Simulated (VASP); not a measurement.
# Ti3Si (P6_3/mmc) in VASP: notebook

Runs on Ti3Si. Level: PBEsol. Tasks: single point.

Program: VASP 6.6.1. These are calculated values, not measurements. Logs are shortened: lines on timing, memory, paths and dates and some standing lists are left out, and cuts for length are marked.

## Step 1: The cell of the first run

The structure is hexagonal, space group P6_3/mmc (No. 194). The conventional cell has a = 5.361 Å, b = 5.361 Å, c = 4.330 Å, α = 90.00°, β = 90.00°, γ = 120.00°. Ti (site symmetry mm2) has 8 Ti at 2.60 to 2.76 Å and 4 Si at 2.64 to 2.68 Å within 3.4 Å. Within 3.5 Å of Si (site symmetry -6m2) lie 12 Ti at 2.64 to 2.68 Å.

## Step 2: Single point, PBEsol

The input, INCAR:

```
SYSTEM = Ti3Si
PREC = Accurate
ENCUT = 520
EDIFF = 1E-7
ISMEAR = 0
SIGMA = 0.1
LREAL = .FALSE.
LASPH = .TRUE.
NELM = 100
ALGO = Fast
ISIF = 2
LWAVE = .FALSE.
LCHARG = .FALSE.
GGA = PS
NBANDS = 50
```

The input, KPOINTS:

```
Automatic mesh
0
G
  6 6 8
  0 0 0
```

The input, POSCAR:

```
Ti3Si
1.0
    5.3611907894      0.0000000000      0.0000000000
   -2.6805953947      4.6429274181      0.0000000000
    0.0000000000      0.0000000000      4.3301363362
Ti Si
6 2
Direct
    0.3428439039      0.1714219520      0.7500000000
    0.8285780480      0.1714219520      0.7500000000
    0.8285780480      0.6571560961      0.7500000000
    0.6571560961      0.8285780480      0.2500000000
    0.1714219520      0.8285780480      0.2500000000
    0.1714219520      0.3428439039      0.2500000000
    0.3333333333      0.6666666667      0.7500000000
    0.6666666667      0.3333333333      0.2500000000
```

Potentials or basis: VASP PAW PBE potentials, release 64 (Ti_sv, Si).

The run is started by

```console
> cat potpaw_PBE.64/Ti_sv/POTCAR potpaw_PBE.64/Si/POTCAR > POTCAR
> mpirun -np 1 vasp_std > vasp.out
```

OUTCAR:

```text
SYSTEM = Ti3Si
   PREC = Accurate
   ENCUT = 520
   EDIFF = 1E-7
   ISMEAR = 0
   LREAL = .FALSE.
   LASPH = .TRUE.
   NELM = 100
   ISIF = 2
   GGA = PS

 ion  position               nearest neighbor table
   1  0.343  0.171  0.750-   3 2.60   2 2.60   8 2.64   8 2.64   7 2.68   7 2.68   6 2.69   6 2.69
                             5 2.69   5 2.69   3 2.76   2 2.76
   2  0.829  0.171  0.750-   3 2.60   1 2.60   8 2.64   8 2.64   7 2.68   7 2.68   4 2.69   4 2.69
                             6 2.69   6 2.69   3 2.76   1 2.76
   3  0.829  0.657  0.750-   1 2.60   2 2.60   8 2.64   8 2.64   7 2.68   7 2.68   4 2.69   4 2.69
                             5 2.69   5 2.69   2 2.76   1 2.76
   4  0.657  0.829  0.250-   6 2.60   5 2.60   7 2.64   7 2.64   8 2.68   8 2.68   3 2.69   3 2.69
                             2 2.69   2 2.69   6 2.76   5 2.76
   5  0.171  0.829  0.250-   6 2.60   4 2.60   7 2.64   7 2.64   8 2.68   8 2.68   1 2.69   1 2.69
                             3 2.69   3 2.69   6 2.76   4 2.76
   6  0.171  0.343  0.250-   4 2.60   5 2.60   7 2.64   7 2.64   8 2.68   8 2.68   1 2.69   1 2.69
                             2 2.69   2 2.69   5 2.76   4 2.76
   7  0.333  0.667  0.750-   5 2.64   5 2.64   6 2.64   6 2.64   4 2.64   4 2.64   1 2.68   2 2.68
                             1 2.68   2 2.68   3 2.68   3 2.68
   8  0.667  0.333  0.250-   2 2.64   2 2.64   3 2.64   3 2.64   1 2.64   1 2.64   4 2.68   5 2.68
                             4 2.68   5 2.68   6 2.68   6 2.68

  LATTYP: Found a hexagonal cell.
 ALAT       =     5.3611907894
 C/A-ratio  =     0.8076818204

  Lattice vectors:

 A1 = (   5.3611907894,   0.0000000000,   0.0000000000)
 A2 = (  -2.6805953947,   4.6429274181,   0.0000000000)
 A3 = (   0.0000000000,   0.0000000000,   4.3301363362)

Analysis of symmetry for initial positions (statically):
=====================================================================
 Subroutine PRICEL returns:
 Original cell was already a primitive cell.

 Routine SETGRP: Setting up the symmetry group for a
 hexagonal supercell.

 Subroutine GETGRP returns: Found 24 space group operations
 (whereof 12 operations were pure point group operations)
 out of a pool of 24 trial point group operations.

The static configuration has the point symmetry D_3d.
 The point group associated with its full space group is D_6h.

Analysis of symmetry for dynamics (positions and initial velocities):
=====================================================================
 Subroutine PRICEL returns:
 Original cell was already a primitive cell.

 Routine SETGRP: Setting up the symmetry group for a
 hexagonal supercell.

 Subroutine GETGRP returns: Found 24 space group operations
 (whereof 12 operations were pure point group operations)
 out of a pool of 24 trial point group operations.

The dynamic configuration has the point symmetry D_3d.
 The point group associated with its full space group is D_6h.

 Subroutine INISYM returns: Found 24 space group operations
 (whereof 12 operations are pure point group operations),
 and found     1 'primitive' translations

----------------------------------------------------------------------------------------

                                     Primitive cell

  volume of cell :     107.7841

  direct lattice vectors                    reciprocal lattice vectors
     5.361190789  0.000000000  0.000000000     0.186525725  0.107690678  0.000000000
    -2.680595395  4.642927418  0.000000000     0.000000000  0.215381355  0.000000000
     0.000000000  0.000000000  4.330136336     0.000000000  0.000000000  0.230939611

  length of vectors
     5.361190789  5.361190789  4.330136336     0.215381355  0.215381355  0.230939611

  position of ions in fractional coordinates (direct lattice)
     0.342843904  0.171421952  0.750000000
     0.828578048  0.171421952  0.750000000
     0.828578048  0.657156096  0.750000000
     0.657156096  0.828578048  0.250000000
     0.171421952  0.828578048  0.250000000
     0.171421952  0.342843904  0.250000000
     0.333333333  0.666666667  0.750000000
     0.666666667  0.333333333  0.250000000

  ion indices of the primitive-cell ions
   primitive index   ion index
                 1           1
                 2           2
                 3           3
                 4           4
                 5           5
                 6           6
                 7           7
                 8           8

----------------------------------------------------------------------------------------

 KPOINTS: Automatic mesh

Automatic generation of k-mesh.
 Grid dimensions read from file:
 generate k-points for:    6    6    8

 Generating k-lattice:

  Cartesian coordinates                     Fractional coordinates (reciprocal lattice)
     0.031087621  0.017948446  0.000000000     0.166666667  0.000000000  0.000000000
     0.000000000  0.035896893  0.000000000     0.000000000  0.166666667  0.000000000
     0.000000000  0.000000000  0.028867451     0.000000000  0.000000000  0.125000000

  Length of vectors
     0.035896893  0.035896893  0.028867451

  Shift w.r.t. Gamma in fractional coordinates (k-lattice)
     0.000000000  0.000000000  0.000000000

 Subroutine IBZKPT returns following result:
 ===========================================

 Found     35 irreducible k-points:

 Following reciprocal coordinates:
            Coordinates               Weight
  0.000000  0.000000  0.000000      1.000000
  0.166667 -0.000000  0.000000      6.000000
  0.333333  0.000000  0.000000      6.000000
  0.500000  0.000000  0.000000      3.000000
  0.166667  0.166667  0.000000      6.000000
  0.333333  0.166667  0.000000     12.000000
[... 16 lines left out ...]
  0.166667 -0.000000  0.375000     12.000000
  0.333333  0.000000  0.375000     12.000000
 [... further k-points ...]
   k-points           NKPTS =     35   k-points in BZ     NKDIM =     35   number of bands    NBANDS=     50
   number of dos      NEDOS =    301   number of ions     NIONS =      8
   total plane-waves  NPLWV =  51200
   dimension x,y,z NGX =    40 NGY =   40 NGZ =   32
   dimension x,y,z NGXF=    80 NGYF=   80 NGZF=   64
   ions per type =               6   2
   NGX,Y,Z   is equivalent  to a cutoff of  12.40, 12.40, 12.29 a.u.
   NGXF,Y,Z  is equivalent  to a cutoff of  24.81, 24.81, 24.57 a.u.
 SYSTEM =  Ti3Si
   PREC   = accura    normal or accurate (medium, high low for compatibility)
   ISTART =      0    job   : 0-new  1-cont  2-samecut
   ICHARG =      2    charge: 1-file 2-atom 10-const
   ISPIN  =      1    spin polarized calculation?
   LNONCOLLINEAR =      F non collinear calculations
   LSORBIT =      F    spin-orbit coupling
   LASPH  =      T    aspherical Exc in radial PAW
   ENCUT  =  520.0 eV  38.22 Ry    6.18 a.u.   9.97  9.97  8.05*2*pi/ulx,y,z
   NELM   =    100;   NELMIN=  2; NELMDL= -5     # of ELM steps
   EDIFF  = 0.1E-06   stopping-criterion for ELM
   LREAL  =      F    real-space projection
   EDIFFG = 0.1E-05   stopping-criterion for IOM
   NSW    =      0    number of steps for IOM
   IBRION =     -1    ionic relax: 0-MD 1-quasi-New 2-CG
   NFREE  =      0    steps in history (QN), initial steepest desc. (CG)
   ISIF   =      2    stress and relaxation
   ISYM   =      2    0-nonsym 1-usesym 2-fastsym
   POTIM  = 0.5000    time-step for ionic-motion
   TEBEG  =    0.0;   TEEND  =   0.0 temperature during run
   PSTRESS=    0.0 pullay stress
   NELECT =      80.0000    total number of electrons
   NUPDOWN=      -1.0000    fix difference up-down
   EMIN   =  10.00;   EMAX   =-10.00  energy-range for DOS
   EFERMI =   0.00;   METHOD = LEGACY
   ISMEAR =     0;   SIGMA  =   0.10  broadening in eV -4-tet -1-fermi 0-gaus
   EFERMI_NEDOS =   21; number of points for ismear=-14 and -15
   IALGO  =     68    algorithm
   IMIX   =      4    mixing-type and parameters
     AMIX     =   0.40;   BMIX     =  1.00
     AMIX_MAG =   1.60;   BMIX_MAG =  1.00
  volume/ion in A,a.u.               =      13.47        90.92
  Fermi-wavevector in a.u.,A,eV,Ry     =   1.482245  2.801036 29.892673  2.197049
  Thomas-Fermi vector in A             =   2.596055
   LORBIT       =      0    0 simple, 1 ext, 2 COOP (PROOUT), +10 PAW based schemes
   GGA     = PS    functional components
   LHFCALC =     F    Hartree Fock is set to
   AEXX    =    0.0000 exact exchange contribution
   IVDW    =     0    specifies the selected vdW correction
   LEPSILON=     F    determine dielectric tensor
   LRPA    =     F    only Hartree local field effects (RPA)
 non-spin polarized calculation
 RMM-DIIS sequential band-by-band and
 Gauss-broadening in eV      SIGMA  =   0.10
  energy-cutoff  :      520.00
  volume of cell :      107.78
 maximum number of plane-waves:      2922
 NGX is ok and might be reduce to    40
   NGX = 19   NGY = 19   NGZ = 17

 number of electron      80.0000025 magnetization

 Free energy of the ion-electron system (eV)
  ---------------------------------------------------
  ext. energy  EPLUGINS =         0.00000000
  ---------------------------------------------------
  free energy    TOTEN  =       -64.94910233 eV

  energy without entropy =      -64.91350529  energy(sigma->0) =      -64.93130381

 E-fermi :  11.0165     XC(G=0): -12.5627

 val. band max:       11.0130625574   @ k =   0.3333   0.1667   0.1250
 cond. band min:      11.0422264243   @ k =   0.1667   0.1667   0.3750
 fundamental gap:      0.0291638670
 Fermi energy:        11.0164649998

 k-point     1 :       0.0000    0.0000    0.0000
  band No.  band energies     occupation
      1     -45.2377      2.00000
      2     -45.0258      2.00000
      3     -45.0136      2.00000
      4     -45.0136      2.00000
      5     -44.9136      2.00000
      6     -44.9136      2.00000
[... 42 lines left out ...]
     49      13.4502      0.00000
     50      13.4532      0.00000

 k-point     2 :       0.1667   -0.0000    0.0000
  band No.  band energies     occupation
      1     -45.2245      2.00000
      2     -45.0348      2.00000
      3     -45.0172      2.00000
      4     -45.0142      2.00000
      5     -44.9148      2.00000
      6     -44.9131      2.00000
[... 1158 lines left out ...]
 k-point    24 :       0.3333    0.0000    0.3750
  band No.  band energies     occupation
      1     -45.1329      2.00000
      2     -45.0764      2.00000
      3     -45.0152      2.00000
      4     -44.9834      2.00000
      5     -44.9692      2.00000
      6     -44.9439      2.00000
[... 42 lines left out ...]
     49      13.1493      0.00000
     50      13.2564      0.00000

 [... further k-points ...]
[... 5 lines left out ...]
  --------------------------------------------------------------------------------------
  -------------------------------------------------------------------------------------
  Total       13.3227294     13.3227294     13.3403823      0.0000000      0.0000000     -0.0000000
  in kB      198.0382410    198.0382410    198.3006465      0.0000000      0.0000000     -0.0000000
  external PRESSURE =     198.1257095 kB  Pullay stress =       0.0000000 kB

 VOLUME and BASIS-vectors are now :
 -----------------------------------------------------------------------------
  energy-cutoff  :      520.00
  volume of cell :      107.78
      direct lattice vectors                 reciprocal lattice vectors
     5.361190789  0.000000000  0.000000000     0.186525725  0.107690678  0.000000000
    -2.680595395  4.642927418  0.000000000     0.000000000  0.215381355  0.000000000
     0.000000000  0.000000000  4.330136336     0.000000000  0.000000000  0.230939611

 POSITION                                       TOTAL-FORCE (eV/Angst)
 -----------------------------------------------------------------------------------
      1.37854      0.79590      3.24760        -0.013310     -0.007685      0.000000
      3.98265      0.79590      3.24760         0.013310     -0.007685     -0.000000
      2.68060      3.05113      3.24760        -0.000000      0.015369     -0.000000
      1.30206      3.84703      1.08253         0.013310      0.007685     -0.000000
     -1.30206      3.84703      1.08253        -0.013310      0.007685      0.000000
      0.00000      1.59180      1.08253        -0.000000     -0.015369      0.000000
     -0.00000      3.09528      3.24760        -0.000000      0.000000      0.000000
      2.68060      1.54764      1.08253        -0.000000      0.000000      0.000000
 -----------------------------------------------------------------------------------
    total drift:                               -0.000000      0.000000     -0.000000

  FREE ENERGIE OF THE ION-ELECTRON SYSTEM (eV)
  ---------------------------------------------------
  free  energy   TOTEN  =       -64.9491023303 eV

  energy  without entropy=      -64.9135052921  energy(sigma->0) =      -64.93130381
```

It took 6.5 min on 1 thread of AMD EPYC 9R45 (Zen 5), shared host; peak memory 0.27 GiB.

Results:

- Free energy: -64.9491 eV
- Pressure: 19.8 GPa
- Largest force: 0.015 eV/Å
- Band gap on the k mesh: zero (bands 40 and 41 overlap by 0.51 eV)

Forces on the atoms (eV/Å):
```
Ti  -0.013 -0.008  0.000
Ti   0.013 -0.008  0.000
Ti   0.000  0.015  0.000
Ti   0.013  0.008  0.000
Ti  -0.013  0.008  0.000
Ti   0.000 -0.015  0.000
Si   0.000  0.000  0.000
Si   0.000  0.000  0.000
```

Levels at points of the mesh, in eV from the Fermi level:
| k point | band 37 | band 38 | band 39 | band 40 | band 41 | band 42 | band 43 | band 44 |
| --- | --- | --- | --- | --- | --- | --- | --- | --- |
| (0.00, 0.00, 0.00) | -1.67 | -1.67 | -0.58 | 0.03 | 0.55 | 0.55 | 0.60 | 0.67 |
| (0.50, 0.00, 0.00) | -1.13 | -0.73 | -0.69 | -0.01 | 0.39 | 0.57 | 0.65 | 1.02 |
| (0.00, 0.00, 0.50) | -1.13 | -1.13 | -0.73 | -0.73 | -0.05 | -0.05 | -0.05 | -0.05 |
| (0.50, 0.00, 0.50) | -0.63 | -0.63 | -0.32 | -0.32 | 0.05 | 0.05 | 0.57 | 0.57 |

Caveat: the cell stands under pressure; the PAW data sets were made with another functional, which shifts forces and pressure a little.

## Step 3: Single point, PBEsol

This run uses another cell than the first one, of 14.19 Å³/atom.

The input, INCAR:

```
SYSTEM = Ti3Si
ALGO     = Fast           ! electronic algorithm
EDIFF    = 1E-6           ! SCF threshold, eV
ENCUT    = 520            ! plane-wave cutoff, eV
GGA      = PS             ! functional
ISIF     = 2              ! what is computed and relaxed
ISMEAR   = 0              ! smearing method
LASPH    = .True.         ! aspherical terms in the spheres
LCHARG   = .True.         ! write CHGCAR
LELF     = .True.         ! ELF
LREAL    = .False.        ! projectors in reciprocal space
LVHAR    = .True.       
LWAVE    = .False.        ! write WAVECAR
NBANDS   = 50             ! bands
NELM     = 100            ! most SCF steps
PREC     = Accurate       ! precision mode
SIGMA    = 0.1            ! smearing width, eV
```

The input, KPOINTS:

```
k-points
0
Gamma
  6 6 8
  0 0 0
```

The input, POSCAR:

```
Ti3Si
1.0
    5.4629591871      0.0000000000      0.0000000000
   -2.7314795935      4.7310614359      0.0000000000
    0.0000000000      0.0000000000      4.3929770652
Ti Si
6 2
Direct
    0.3429830752      0.1714915376      0.7500000000
    0.8285084624      0.1714915376      0.7500000000
    0.8285084624      0.6570169248      0.7500000000
    0.6570169248      0.8285084624      0.2500000000
    0.1714915376      0.8285084624      0.2500000000
    0.1714915376      0.3429830752      0.2500000000
    0.3333333333      0.6666666667      0.7500000000
    0.6666666667      0.3333333333      0.2500000000
```

Potentials or basis: VASP PAW PBE potentials, release 64 (Ti_sv, Si).

The run is started by

```console
> cat potpaw_PBE.64/Ti_sv/POTCAR potpaw_PBE.64/Si/POTCAR > POTCAR
> mpirun -np 1 vasp_std > vasp.out
```

It took 6.9 min on 1 thread of AMD EPYC 9R45 (Zen 5), shared host; peak memory 0.29 GiB.

It converged, with:

| Quantity | Value |
| --- | --- |
| Free energy | -65.4761 eV |
| Pressure | 9.8 GPa |
| Largest force | 0.017 eV/Å |
| Band gap on the k mesh | zero (bands 40 and 41 overlap by 0.40 eV) |

Forces on the atoms (eV/Å):
```
Ti  -0.014 -0.008  0.000
Ti   0.014 -0.008  0.000
Ti   0.000  0.017  0.000
Ti   0.014  0.008  0.000
Ti  -0.014  0.008  0.000
Ti   0.000 -0.017  0.000
Si   0.000  0.000  0.000
Si   0.000  0.000  0.000
```

Stress tensor (GPa, compression positive):
```
9.76 0.00 0.00
0.00 9.76 0.00
0.00 0.00 9.86
```

Levels at points of the mesh, in eV from the Fermi level:
```csv
k point,band 38,band 39,band 40,band 41,band 42,band 43
"(0.00, 0.00, 0.00)",-1.54,-0.62,-0.10,0.53,0.53,0.55
"(0.50, 0.00, 0.00)",-0.71,-0.68,0.01,0.37,0.53,0.61
"(0.00, 0.00, 0.50)",-1.11,-0.64,-0.64,-0.04,-0.04,-0.04
"(0.50, 0.00, 0.50)",-0.58,-0.30,-0.30,0.04,0.04,0.56
```

Caveat: the cell stands under pressure; the PAW data sets were made with another functional, which shifts forces and pressure a little.

(Continued in part 2 of 2.)

The gap in the log of VASP goes by the Fermi energy; the results here count the filled bands.